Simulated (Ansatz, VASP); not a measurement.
Be in VASP and in Ansatz

File INCAR:

```
SYSTEM = Be
  PREC = Accurate
  ENCUT = 520
  EDIFF = 1E-6
  ISMEAR = -1
  SIGMA = 0.1
  LREAL = .False.
  LASPH = .True.
  NELM = 100
  ALGO = Normal
  ISIF = 2
  LWAVE = .False.
  LCHARG = .True.
  GGA = B5
  ALDAX = 1.0
  AGGAX = 1.0
  AGGAC = 1.0
  ALDAC = 0.0
  LELF = .True.
  LVHAR = .True.
  NBANDS = 9
```

The input KPOINTS:

```
Automatic mesh
0
Gamma
  12 12 12
  0 0 0
```

The input POSCAR:

```
Be
1.0
    0.0000000000      2.4175951920      2.4175951920
    2.4175951920      0.0000000000      2.4175951920
    2.4175951920      2.4175951920      0.0000000000
Be
2
Direct
    0.1250000000      0.1250000000      0.1250000000
    0.8750000000      0.8750000000      0.8750000000
```

Input for Ansatz:

```yaml
crystal:
  lattice:
    - [0.0, 2.417595192, 2.417595192]
    - [2.417595192, 0.0, 2.417595192]
    - [2.417595192, 2.417595192, 0.0]
  atoms:
    - { symbol: Be, position: [0.125, 0.125, 0.125] }
    - { symbol: Be, position: [0.875, 0.875, 0.875] }
hamiltonian:
  xc: blyp
  pseudopotentials:
    kind: paw
    azcp:
      Be: "pseudopotentials/Be.paw.azcp"
basis:
  ecutwfc: 420
  fft_grid_basis: typed
kpoints:
  mp_grid: { grid: [12, 12, 12], shift: [0, 0, 0] }
magnetization:
  spin_polarized: false
scf:
  occupations: { method: fermi_dirac, width: 0.1 }
  lower_state_search: "off"
output:
  stress: true
```

Alike in both runs: task single point; functional BLYP; k mesh 12 × 12 × 12; occupations fermi-dirac, width 0.1 eV; no spin polarisation.

|  | VASP | Ansatz |
| --- | --- | --- |
| version | VASP 6.6.1 | Ansatz 0.2.0 |
| potentials or method | VASP PAW PBE potentials, release 64 (Be), cutoff 520 eV | plane waves (420 eV) with PAW, scalar-relativistic |
| valence electrons in the cell | 4 | 4 |

```tsv
	VASP	Ansatz	Ansatz less VASP
pressure (GPa)	3.7	3.7	-0.02
```

VASP's potentials were made for PBE, not for BLYP. With one functional, cell and mesh, what is left measures potentials, basis and numerics.
